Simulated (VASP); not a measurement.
Wanted: the native input for a VASP 6.6.1 run.

* Task: single point
* Functional: r2SCAN
* Potentials or basis: VASP PAW PBE potentials, release 64 (Sr_sv, Ti_sv, O)
* Cutoff: 660 eV
* k mesh: 6 × 6 × 6
* Occupations: gaussian, width 0.01 eV
* Spin: no spin polarisation
* Dipole correction: no
* Further INCAR settings: ALGO = Normal; EDIFF = 1e-06; NBANDS = 28

The system is SrTiO3.

```
Sr Ti O
1.0
     3.92107    0.00000    0.00000
     0.00000    3.92107    0.00000
     0.00000    0.00000    3.92107
Sr Ti O
1 1 3
Cartesian
  1.9605 1.9605 1.9605
  0.0000 0.0000 0.0000
  1.9605 0.0000 0.0000
  0.0000 1.9605 0.0000
  0.0000 0.0000 1.9605
```

These files were run (other wordings do the same):

POSCAR

```
SrTiO3
1.0
    3.9210723847      0.0000000000      0.0000000000
    0.0000000000      3.9210723847      0.0000000000
    0.0000000000      0.0000000000      3.9210723847
Sr Ti O
1 1 3
Direct
    0.5000000000      0.5000000000      0.5000000000
    0.0000000000      0.0000000000      0.0000000000
    0.5000000000      0.0000000000      0.0000000000
    0.0000000000      0.5000000000      0.0000000000
    0.0000000000      0.0000000000      0.5000000000
```

INCAR.step1

```
SYSTEM = SrTiO3
ALGO = Normal
EDIFF = 1E-5
ENCUT = 660
GGA = PE
GGA_COMPAT = .FALSE.
ISMEAR = 0
LASPH = .TRUE.
LCHARG = .FALSE.
LREAL = .FALSE.
LWAVE = .TRUE.
NBANDS = 28
NELM = 120
PREC = Accurate
SIGMA = 0.01
```

INCAR.step2

```
SYSTEM = SrTiO3
ALGO = Normal
EDIFF = 1E-6
ENCUT = 660
GGA_COMPAT = .FALSE.
ISIF = 2
ISMEAR = 0
ISTART = 1
LASPH = .TRUE.
LCHARG = .TRUE.
LELF = .TRUE.
LMIXTAU = .TRUE.
LREAL = .FALSE.
LVHAR = .TRUE.
LWAVE = .FALSE.
METAGGA = R2SCAN
NBANDS = 28
NELM = 120
PREC = Accurate
SIGMA = 0.01
```

KPOINTS

```
k-points
0
G
  6 6 6
  0 0 0
```

Potentials or basis: VASP PAW PBE potentials, release 64 (Sr_sv, Ti_sv, O).

Command:

```sh
$ cat potpaw_PBE.64/Sr_sv/POTCAR potpaw_PBE.64/Ti_sv/POTCAR potpaw_PBE.64/O/POTCAR > POTCAR
$ cp INCAR.step1 INCAR
$ mpirun -np 1 vasp_std > vasp.out
$ cp INCAR.step2 INCAR
$ mpirun -np 1 vasp_std > vasp.out
```

Results of the run:

| Quantity | Value |
| --- | --- |
| Pressure | -1.3 GPa |
| Band gap on the k mesh | 2.25 eV (least direct gap 2.64 eV) |

Caveat: the PAW data sets were made with another functional, which shifts forces and pressure a little.

Wall time 4.1 min on 1 thread of Intel Xeon 8259CL, with other jobs on the host, peak memory 0.24 GiB.
